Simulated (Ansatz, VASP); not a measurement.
# Two plane-wave programs on Pb

```
Pb
1.0
     0.00000    2.42892    2.42892
     2.42892    0.00000    2.42892
     2.42892    2.42892    0.00000
Pb
1
Direct
  0.00000 0.00000 0.00000
```

Alike in both runs: task single point; functional PBE; dispersion D3(BJ); k mesh 14 × 14 × 14; occupations gaussian, width 0.1 eV; no spin polarisation.

|  | VASP | Ansatz |
| --- | --- | --- |
| version | VASP 6.6.1 | Ansatz 0.2.0 |
| potentials or method | VASP PAW PBE potentials, release 64 (Pb_d), cutoff 520 eV | scalar-relativistic, plane waves, PAW |
| valence electrons in the cell | 14 | 14 |

```csv
,VASP,Ansatz,Ansatz less VASP
gap on the k mesh at the Fermi level (eV),none,none,-
pressure (GPa),3.2,3.3,+0.07
```

A gap of «none» marks a metal or a gap that the smearing closes.

Spin-orbit coupling is off throughout.
